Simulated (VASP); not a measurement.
NbSi: single point with LDA+U

The system is NbSi.

```
Nb Si
1.0
     0.00000    2.57383    2.57383
     2.57383    0.00000    2.57383
     2.57383    2.57383    0.00000
Nb Si
1 1
Direct
  0.00000 0.00000 0.00000
  0.50000 0.50000 0.50000
```

- Program: VASP 6.6.1
- Task: single point
- Functional: LDA
- Potentials or basis: VASP PAW LDA potentials, release 64 (Nb_sv, Si)
- Cutoff: 520 eV
- k mesh: 9 × 9 × 9
- Occupations: fermi-dirac, width 0.05 eV
- Spin: no spin polarisation
- Hubbard terms: Nb d U = 3.0 eV
- Dipole correction: no
- Further INCAR settings: ALGO = Normal; EDIFF = 1e-07; NBANDS = 16

```
Pressure               : -3.5 GPa
Band gap on the k mesh : zero (an odd number of electrons rules out a gap without spin polarisation)
```

Levels at points of the mesh, in eV from the Fermi level:
| k point | band 5 | band 6 | band 7 | band 8 | band 9 | band 10 | band 11 | band 12 | band 13 | band 14 |
| --- | --- | --- | --- | --- | --- | --- | --- | --- | --- | --- |
| (0.00, 0.00, 0.00) | -10.86 | -1.18 | -1.18 | -1.18 | -0.80 | -0.80 | 2.23 | 2.23 | 2.23 | 8.08 |

Eigenvalues of the final occupation matrices:
```
    site  spin  trace               eigenvalues
site 1 d     1   1.17  0.18 0.18 0.18 0.31 0.31
site 1 d     2   1.17  0.18 0.18 0.18 0.31 0.31
```

It took 32 s on 1 thread of AMD EPYC 7R13, on a shared host, peak memory 0.12 GiB.

Caveat: the cell stands under tension; U without spin polarisation on a metal has little footing; the U is typed as a test and isn't derived for this compound.
